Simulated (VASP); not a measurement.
Write the native input for VASP 6.6.1 that does the following.

```
Task                   : single point
Functional             : PBE
Potentials or basis    : VASP PAW PBE potentials, release 64 (Cs_sv, Be, Se)
Cutoff                 : 520 eV
k mesh                 : 9 × 9 × 6
Occupations            : gaussian, width 0.1 eV
Spin                   : no spin polarisation
Dipole correction      : no
Further INCAR settings : ALGO = Normal; EDIFF = 1e-06; NBANDS = 28
```

The structure of CsBe2Se4 lies in POSCAR:

```
CsBe2Se4
1.0
    5.6038816326      0.0000000000      0.0000000000
   -2.8019408163      4.8531038536      0.0000000000
    0.0000000000      0.0000000000      8.3792552069
Cs Be Se
1 2 4
Direct
    0.0000000000      0.0000000000      0.0000000000
    0.3333333333      0.6666666667      0.5000000000
    0.6666666667      0.3333333333      0.5000000000
    0.3333333333      0.6666666667      0.2595581013
    0.6666666667      0.3333333333      0.2595581013
    0.6666666667      0.3333333333      0.7404418987
    0.3333333333      0.6666666667      0.7404418987
```

These files were run (other wordings do the same):

INCAR

```
  ALGO = Normal
  EDIFF = 1E-6
  ENCUT = 520
  GGA = PE
  ISIF = 2
  ISMEAR = 0
  LASPH = True
  LCHARG = False
  LREAL = False
  LWAVE = False
  NBANDS = 28
  NELM = 80
  PREC = Accurate
  SIGMA = 0.1
```

KPOINTS

```
k-points
0
Gamma
  9 9 6
```

Potentials or basis: VASP PAW PBE potentials, release 64 (Cs_sv, Be, Se).

The run is started by

```sh
$ cat potpaw_PBE.64/Cs_sv/POTCAR potpaw_PBE.64/Be/POTCAR potpaw_PBE.64/Se/POTCAR > POTCAR
$ mpirun -np 1 vasp_std > vasp.out
```

It gave:

```json
{
 "Pressure": "0.1 GPa",
 "Largest force": "0.019 eV/Å"
}
```

Run time: 4.6 min on 1 thread of Intel(R) Xeon(R) Platinum 8259CL CPU @ 2.50GHz (Skylake/Cascade Lake), with other jobs on the host, peak memory 0.5 GiB.
